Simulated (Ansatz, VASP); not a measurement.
Two plane-wave programs on AgCl

File INCAR:

```
SYSTEM = AgCl
PREC = Accurate
ENCUT = 520
EDIFF = 1E-6
ISMEAR = 0
SIGMA = 0.02
LREAL = .FALSE.
LASPH = .TRUE.
NELM = 80
ALGO = Normal
ISIF = 2
LWAVE = .FALSE.
LCHARG = .FALSE.
GGA = PE
NBANDS = 16
```

Contents of KPOINTS:

```
Automatic mesh
0
G
  8 8 8
  0 0 0
```

The input POSCAR:

```
AgCl
1.0
    0.0000000000      2.8426728705      2.8426728705
    2.8426728705      0.0000000000      2.8426728705
    2.8426728705      2.8426728705      0.0000000000
Ag Cl
1 1
Direct
    0.5000000000      0.5000000000      0.5000000000
    0.0000000000      0.0000000000      0.0000000000
```

Input for Ansatz:

```yaml
crystal:
  lattice:
    - [0.0, 2.8426728705, 2.8426728705]
    - [2.8426728705, 0.0, 2.8426728705]
    - [2.8426728705, 2.8426728705, 0.0]
  atoms:
    - { symbol: Ag, position: [0.5, 0.5, 0.5] }
    - { symbol: Cl, position: [0.0, 0.0, 0.0] }
basis:
  ecutwfc: 420
kpoints:
  mp_grid: { grid: [8, 8, 8] }
hamiltonian:
  xc: pbe
scf:
  occupations: { method: gaussian, width: 0.02 }
output:
  forces: true
  stress: true
  eigenvalues: true
```

Alike in both runs: task single point; functional PBE; k mesh 8 × 8 × 8; occupations gaussian, width 0.02 eV; no spin polarisation.

|  | VASP | Ansatz |
| --- | --- | --- |
| version | VASP 6.6.1 | Ansatz 0.2.0 |
| potentials or method | VASP PAW PBE potentials, release 64 (Ag, Cl), cutoff 520 eV | scalar-relativistic, plane waves, PAW |
| valence electrons in the cell | 18 | 26 |

Ansatz gave:

```
gap on the k mesh at the Fermi level (eV) : 0.94
least direct gap on the mesh (eV)         : 2.96
pressure (GPa)                            : -1.5
```

Problem. Estimate VASP's values.

Solution. gap on the k mesh at the Fermi level (eV): 0.94; least direct gap on the mesh (eV): 2.96; pressure (GPa): -1.6.

VASP's potentials hold 18 valence electrons a cell and Ansatz's 26, so a difference there can come from the potentials and not from the codes.
